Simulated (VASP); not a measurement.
# ZnInO (P-6m2) in VASP: further runs

The runs below take ZnInO through single point, with PBE.

Program: VASP 6.6.1. These are calculated values, not measurements. Logs are shortened: lines on timing, memory, paths and dates and some standing lists are left out, and cuts for length are marked.

### Step 1. The cell of the first run

Symmetry: P-6m2, No. 187, hexagonal system. The conventional cell has a = 4.013 Å, b = 4.013 Å, c = 3.542 Å, α = 90.00°, β = 90.00°, γ = 120.00°. Within 3.1 Å of Zn (site symmetry -6m2) lie 3 In at 2.32 Å and 6 O at 2.92 Å. Within 3.1 Å of In (site symmetry -6m2) lie 3 Zn at 2.32 Å and 6 O at 2.92 Å. Within 3.8 Å of O (site symmetry -6m2) lie 6 In at 2.92 Å and 6 Zn at 2.92 Å and 2 O at 3.54 Å.

The cell was built from a structure type or drawn by symmetry, and may not be a known phase.

### Step 2. Single point, PBE

File INCAR:

```
ALGO = Normal ; EDIFF = 1E-6
ENCUT = 600 ; GGA = PE
GGA_COMPAT = F ; ISIF = 2
ISMEAR = 0 ; LASPH = T
LCHARG = F ; LREAL = F
LWAVE = F ; NBANDS = 22
NELM = 120 ; PREC = Accurate
SIGMA = 0.1
```

File KPOINTS:

```
k-points
0
Gamma
  6 6 6
```

File POSCAR:

```
ZnInO
1.0
    4.0129199700      0.0000000000      0.0000000000
   -2.0064599800      3.4752906400      0.0000000000
    0.0000000000      0.0000000000      3.5416945700
Zn In O
1 1 1
Direct
    0.6666666700      0.3333333300      0.5000000000
    0.0000000000      0.0000000000      0.5000000000
    0.3333333300      0.6666666700      0.0000000000
```

Potentials or basis: VASP PAW PBE potentials, release 64 (Zn, In_d, O).

Run with:

```
cat potpaw_PBE.64/Zn/POTCAR potpaw_PBE.64/In_d/POTCAR potpaw_PBE.64/O/POTCAR > POTCAR
mpirun -np 1 vasp_std > vasp.out
```

OUTCAR:

```text
EDIFF = 1E-6
   ENCUT = 600
   GGA = PE
   ISIF = 2
   ISMEAR = 0
   LASPH = T
   LREAL = F
   NELM = 120
   PREC = Accurate

 ion  position               nearest neighbor table
   1  0.667  0.333  0.500-   2 2.32   2 2.32   2 2.32
   2  0.000  0.000  0.500-   1 2.32   1 2.32   1 2.32   3 2.92   3 2.92   3 2.92   3 2.92   3 2.92
                             3 2.92
   3  0.333  0.667  0.000-   2 2.92   2 2.92   2 2.92   2 2.92   2 2.92   2 2.92

  LATTYP: Found a hexagonal cell.
 ALAT       =     4.0129199700
 C/A-ratio  =     0.8825729385

  Lattice vectors:

 A1 = (   4.0129199700,   0.0000000000,   0.0000000000)
 A2 = (  -2.0064599800,   3.4752906400,   0.0000000000)
 A3 = (   0.0000000000,   0.0000000000,   3.5416945700)

Analysis of symmetry for initial positions (statically):
=====================================================================
 Subroutine PRICEL returns:
 Original cell was already a primitive cell.

 Routine SETGRP: Setting up the symmetry group for a
 hexagonal supercell.

 Subroutine GETGRP returns: Found 12 space group operations
 (whereof 12 operations were pure point group operations)
 out of a pool of 24 trial point group operations.

The static configuration has the point symmetry D_3h.

Analysis of symmetry for dynamics (positions and initial velocities):
=====================================================================
 Subroutine PRICEL returns:
 Original cell was already a primitive cell.

 Routine SETGRP: Setting up the symmetry group for a
 hexagonal supercell.

 Subroutine GETGRP returns: Found 12 space group operations
 (whereof 12 operations were pure point group operations)
 out of a pool of 24 trial point group operations.

The dynamic configuration has the point symmetry D_3h.

 Subroutine INISYM returns: Found 12 space group operations
 (whereof 12 operations are pure point group operations),
 and found     1 'primitive' translations

----------------------------------------------------------------------------------------

                                     Primitive cell

  volume of cell :      49.3927

  direct lattice vectors                    reciprocal lattice vectors
     4.012919970  0.000000000  0.000000000     0.249195102  0.143872859  0.000000000
    -2.006459980  3.475290640  0.000000000     0.000000000  0.287745718  0.000000000
     0.000000000  0.000000000  3.541694570     0.000000000  0.000000000  0.282350717

  length of vectors
     4.012919970  4.012919970  3.541694570     0.287745718  0.287745718  0.282350717

  position of ions in fractional coordinates (direct lattice)
     0.666666670  0.333333330  0.500000000
     0.000000000  0.000000000  0.500000000
     0.333333330  0.666666670  0.000000000

  ion indices of the primitive-cell ions
   primitive index   ion index
                 1           1
                 2           2
                 3           3

----------------------------------------------------------------------------------------

 KPOINTS: k-points

Automatic generation of k-mesh.
 Grid dimensions read from file:
 generate k-points for:    6    6    6

 Generating k-lattice:

  Cartesian coordinates                     Fractional coordinates (reciprocal lattice)
     0.041532517  0.023978810  0.000000000     0.166666667  0.000000000  0.000000000
     0.000000000  0.047957620  0.000000000     0.000000000  0.166666667  0.000000000
     0.000000000  0.000000000  0.047058453     0.000000000  0.000000000  0.166666667

  Length of vectors
     0.047957620  0.047957620  0.047058453

  Shift w.r.t. Gamma in fractional coordinates (k-lattice)
     0.000000000  0.000000000  0.000000000

 Subroutine IBZKPT returns following result:
 ===========================================

 Found     28 irreducible k-points:

 Following reciprocal coordinates:
            Coordinates               Weight
  0.000000  0.000000  0.000000      1.000000
  0.166667 -0.000000  0.000000      6.000000
  0.333333 -0.000000  0.000000      6.000000
  0.500000 -0.000000  0.000000      3.000000
  0.166667  0.166667  0.000000      6.000000
  0.333333  0.166667  0.000000     12.000000
[... 16 lines left out ...]
  0.166667 -0.000000  0.500000      6.000000
  0.333333 -0.000000  0.500000      6.000000
 [... further k-points ...]
   k-points           NKPTS =     28   k-points in BZ     NKDIM =     28   number of bands    NBANDS=     22
   number of dos      NEDOS =    301   number of ions     NIONS =      3
   total plane-waves  NPLWV =  28672
   dimension x,y,z NGX =    32 NGY =   32 NGZ =   28
   dimension x,y,z NGXF=    64 NGYF=   64 NGZF=   56
   ions per type =               1   1   1
   NGX,Y,Z   is equivalent  to a cutoff of  13.26, 13.26, 13.14 a.u.
   NGXF,Y,Z  is equivalent  to a cutoff of  26.51, 26.51, 26.29 a.u.
 SYSTEM =  unknown system
   PREC   = accura    normal or accurate (medium, high low for compatibility)
   ISTART =      0    job   : 0-new  1-cont  2-samecut
   ICHARG =      2    charge: 1-file 2-atom 10-const
   ISPIN  =      1    spin polarized calculation?
   LNONCOLLINEAR =      F non collinear calculations
   LSORBIT =      F    spin-orbit coupling
   LASPH  =      T    aspherical Exc in radial PAW
   ENCUT  =  600.0 eV  44.10 Ry    6.64 a.u.   8.01  8.01  7.07*2*pi/ulx,y,z
   NELM   =    120;   NELMIN=  2; NELMDL= -5     # of ELM steps
   EDIFF  = 0.1E-05   stopping-criterion for ELM
   LREAL  =      F    real-space projection
   EDIFFG = 0.1E-04   stopping-criterion for IOM
   NSW    =      0    number of steps for IOM
   IBRION =     -1    ionic relax: 0-MD 1-quasi-New 2-CG
   NFREE  =      0    steps in history (QN), initial steepest desc. (CG)
   ISIF   =      2    stress and relaxation
   ISYM   =      2    0-nonsym 1-usesym 2-fastsym
   POTIM  = 0.5000    time-step for ionic-motion
   TEBEG  =    0.0;   TEEND  =   0.0 temperature during run
   PSTRESS=    0.0 pullay stress
   NELECT =      31.0000    total number of electrons
   NUPDOWN=      -1.0000    fix difference up-down
   EMIN   =  10.00;   EMAX   =-10.00  energy-range for DOS
   EFERMI =   0.00;   METHOD = LEGACY
   ISMEAR =     0;   SIGMA  =   0.10  broadening in eV -4-tet -1-fermi 0-gaus
   EFERMI_NEDOS =   21; number of points for ismear=-14 and -15
   IALGO  =     38    algorithm
   IMIX   =      4    mixing-type and parameters
     AMIX     =   0.40;   BMIX     =  1.00
     AMIX_MAG =   1.60;   BMIX_MAG =  1.00
  volume/ion in A,a.u.               =      16.46       111.11
  Fermi-wavevector in a.u.,A,eV,Ry     =   1.401655  2.648744 26.730508  1.964637
  Thomas-Fermi vector in A             =   2.524495
   LORBIT       =      0    0 simple, 1 ext, 2 COOP (PROOUT), +10 PAW based schemes
   GGA     = PE    functional components
   LHFCALC =     F    Hartree Fock is set to
   AEXX    =    0.0000 exact exchange contribution
   IVDW    =     0    specifies the selected vdW correction
   LEPSILON=     F    determine dielectric tensor
   LRPA    =     F    only Hartree local field effects (RPA)
 non-spin polarized calculation
 Gauss-broadening in eV      SIGMA  =   0.10
  energy-cutoff  :      600.00
  volume of cell :       49.39
 maximum number of plane-waves:      1659
   NGX = 17   NGY = 17   NGZ = 15

 number of electron      31.0000002 magnetization

 Free energy of the ion-electron system (eV)
  ---------------------------------------------------
  ext. energy  EPLUGINS =         0.00000000
  ---------------------------------------------------
  free energy    TOTEN  =        -6.92592704 eV

  energy without entropy =       -6.92232042  energy(sigma->0) =       -6.92412373

 E-fermi :   4.6305     XC(G=0): -10.6892

 val. band max:        4.5278630271   @ k =   0.3333  -0.0000   0.1667
 cond. band min:       4.6694525646   @ k =   0.3333   0.3333   0.0000
 fundamental gap:      0.1415895376
 Fermi energy:         4.6305150926

 k-point     1 :       0.0000    0.0000    0.0000
  band No.  band energies     occupation
      1     -11.8940      2.00000
      2     -10.2345      2.00000
      3     -10.2345      2.00000
      4     -10.2330      2.00000
      5      -9.9455      2.00000
      6      -9.9455      2.00000
[... 14 lines left out ...]
     21      13.9499      0.00000
     22      13.9499      0.00000

 k-point     2 :       0.1667   -0.0000    0.0000
  band No.  band energies     occupation
      1     -11.8517      2.00000
      2     -10.2642      2.00000
      3     -10.2271      2.00000
      4     -10.1991      2.00000
      5      -9.9521      2.00000
      6      -9.9492      2.00000
[... 14 lines left out ...]
     21      14.5394      0.00000
     22      14.6076      0.00000

 k-point     3 :       0.3333   -0.0000    0.0000
  band No.  band energies     occupation
      1     -11.7744      2.00000
      2     -10.2762      2.00000
      3     -10.2124      2.00000
      4     -10.1661      2.00000
      5      -9.9653      2.00000
      6      -9.9565      2.00000
[... 14 lines left out ...]
     21      14.8843      0.00000
     22      16.3571      0.00000

 k-point     4 :       0.5000   -0.0000    0.0000
  band No.  band energies     occupation
      1     -11.7401      2.00000
      2     -10.2737      2.00000
      3     -10.2052      2.00000
      4     -10.1510      2.00000
      5      -9.9720      2.00000
      6      -9.9602      2.00000
[... 14 lines left out ...]
     21      15.5314      0.00000
     22      17.0783      0.00000

 k-point     5 :       0.1667    0.1667    0.0000
  band No.  band energies     occupation
      1     -11.7934      2.00000
      2     -10.2731      2.00000
      3     -10.2181      2.00000
      4     -10.1737      2.00000
      5      -9.9636      2.00000
      6      -9.9531      2.00000
[... 417 lines left out ...]
 k-point    22 :       0.0000    0.0000    0.5000
  band No.  band energies     occupation
      1     -11.6478      2.00000
      2     -10.2210      2.00000
      3     -10.2210      2.00000
      4     -10.1114      2.00000
      5     -10.0099      2.00000
      6     -10.0099      2.00000
[... 14 lines left out ...]
     21      12.8450      0.00000
     22      12.8450      0.00000

 k-point    23 :       0.1667   -0.0000    0.5000
  band No.  band energies     occupation
      1     -11.6510      2.00000
      2     -10.2484      2.00000
      3     -10.2153      2.00000
      4     -10.0805      2.00000
      5     -10.0157      2.00000
      6      -9.9820      2.00000
[... 14 lines left out ...]
     21      14.3894      0.00000
     22      15.4483      0.00000

 k-point    24 :       0.3333   -0.0000    0.5000
  band No.  band energies     occupation
      1     -11.6582      2.00000
      2     -10.2967      2.00000
      3     -10.2039      2.00000
      4     -10.0278      2.00000
      5     -10.0274      2.00000
      6      -9.9233      2.00000
[... 14 lines left out ...]
     21      15.9862      0.00000
     22      17.3291      0.00000

 [... further k-points ...]
[... 5 lines left out ...]
  --------------------------------------------------------------------------------------
  -------------------------------------------------------------------------------------
  Total        7.3487331      7.3487331     -1.4363678      0.0000000      0.0000000      0.0000000
  in kB      238.3747900    238.3747904    -46.5922311      0.0000003      0.0000000      0.0000000
  external PRESSURE =     143.3857831 kB  Pullay stress =       0.0000000 kB

 VOLUME and BASIS-vectors are now :
 -----------------------------------------------------------------------------
  energy-cutoff  :      600.00
  volume of cell :       49.39
      direct lattice vectors                 reciprocal lattice vectors
     4.012919970  0.000000000  0.000000000     0.249195102  0.143872859  0.000000000
    -2.006459980  3.475290640  0.000000000     0.000000000  0.287745718  0.000000000
     0.000000000  0.000000000  3.541694570     0.000000000  0.000000000  0.282350717

 POSITION                                       TOTAL-FORCE (eV/Angst)
 -----------------------------------------------------------------------------------
      2.00646      1.15843      1.77085         0.000000      0.000000      0.000000
      0.00000      0.00000      1.77085         0.000000      0.000000      0.000000
     -0.00000      2.31686      0.00000        -0.000000      0.000000      0.000000
 -----------------------------------------------------------------------------------
    total drift:                                0.000023     -0.000013     -0.000000

  FREE ENERGIE OF THE ION-ELECTRON SYSTEM (eV)
  ---------------------------------------------------
  free  energy   TOTEN  =        -6.9259270381 eV

  energy  without entropy=       -6.9223204244  energy(sigma->0) =       -6.92412373
```

It took 22 s on 1 thread of Intel Xeon Platinum 8488C (Sapphire Rapids), shared host; peak memory 0.19 GiB.

Results:

| Item | Value |
| --- | --- |
| Free energy | -6.9259 eV |
| Pressure | 14.3 GPa |
| Band gap on the k mesh | zero (an odd number of electrons rules out a gap without spin polarisation) |

Stress tensor (GPa, compression positive):
```
23.84  0.00  0.00
 0.00 23.84  0.00
 0.00  0.00 -4.66
```

Caveat: the cell stands under pressure; spin-orbit coupling is left out, which moves the levels of the heavy elements; an odd number of electrons without spin polarisation forces a metal; a magnetic or distorted state may lie lower.

### Step 3. Single point, PBE

This run uses another cell than the first one, of 17.73 Å³/atom.

File INCAR:

```
SYSTEM = ZnInO
PREC = Accurate ; ENCUT = 600
EDIFF = 1E-6 ; ISMEAR = 0
SIGMA = 0.1 ; LREAL = .False.
LASPH = .True. ; NELM = 120
ALGO = Normal ; ISIF = 2
LWAVE = .False. ; LCHARG = .False.
GGA = PE ; NBANDS = 22
GGA_COMPAT = .False.
```

File KPOINTS:

```
Automatic mesh
0
Gamma
  6 6 6
  0 0 0
```

File POSCAR:

```
ZnInO
1.0
    4.3806688513     -0.0000000032      0.0000000000
   -2.1903344229      3.7937705123      0.0000000000
    0.0000000000      0.0000000000      3.2009020644
Zn In O
1 1 1
Direct
    0.6666666667      0.3333333333      0.5000000000
    0.0000000000      0.0000000000      0.5000000000
    0.3333333333      0.6666666667      0.0000000000
```

Potentials or basis: VASP PAW PBE potentials, release 64 (Zn, In_d, O).

Run with:

```
cat potpaw_PBE.64/Zn/POTCAR potpaw_PBE.64/In_d/POTCAR potpaw_PBE.64/O/POTCAR > POTCAR
mpirun -np 1 vasp_std > vasp.out
```

Wall time 30 s (1 thread of Intel Xeon Platinum 8488C (Sapphire Rapids), shared host); peak memory 0.2 GiB.

Results (log left out):

- Free energy: -7.5700 eV
- Pressure: 0.1 GPa
- Band gap on the k mesh: zero (an odd number of electrons rules out a gap without spin polarisation)

Stress tensor (GPa, compression positive):
```
0.20 0.00 0.00
0.00 0.20 0.00
0.00 0.00 0.02
```

Levels at points of the mesh, in eV from the Fermi level:
```
           k point  band 12  band 13  band 14  band 15  band 16  band 17  band 18  band 19
(0.00, 0.00, 0.00)    -6.79    -1.71    -1.71    -0.57     1.95     1.95     2.74     7.47
(0.50, 0.00, 0.00)    -6.15    -3.60    -2.69    -0.38     0.23     2.72     4.89     8.40
(0.00, 0.00, 0.50)    -5.36    -1.33    -1.27    -1.27    -0.18     4.07     4.07     5.64
(0.50, 0.00, 0.50)    -3.50    -2.97    -2.84    -1.33     0.56     1.67     2.16     2.73
```

Caveat: spin-orbit coupling is left out, which moves the levels of the heavy elements; an odd number of electrons without spin polarisation forces a metal; a magnetic or distorted state may lie lower.
